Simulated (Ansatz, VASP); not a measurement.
Two plane-wave programs on SrO

```xyz
2
Lattice="0.0000 2.5838 2.5838 2.5838 0.0000 2.5838 2.5838 2.5838 0.0000" Properties=species:S:1:pos:R:3 pbc="T T T"
Sr    2.5838    2.5838    2.5838
O     0.0000    0.0000    0.0000
```

Alike in both runs: task single point; functional PBE; k mesh 6 × 6 × 6; occupations gaussian, width 0.1 eV; no spin polarisation; Hubbard terms O p U = 1.4 eV.

```csv
,VASP,Ansatz
version,VASP 6.6.1,Ansatz 0.2.0
potentials or method,"VASP PAW PBE potentials, release 64 (Sr_sv, O), cutoff 600 eV","scalar-relativistic, plane waves, PAW"
valence electrons in the cell,16,16
```

|  | VASP | Ansatz | Ansatz less VASP |
| --- | --- | --- | --- |
| gap on the k mesh at the Fermi level (eV) | 3.30 | 3.70 | +0.399 |
| least direct gap on the mesh (eV) | 3.39 | 3.78 | +0.389 |
| pressure (GPa) | 1.6 | 0.8 | -0.81 |

The programs project onto different local orbitals, so the same U acts differently, and such runs can settle in different states. Ansatz's warnings: stress scf threshold loose.
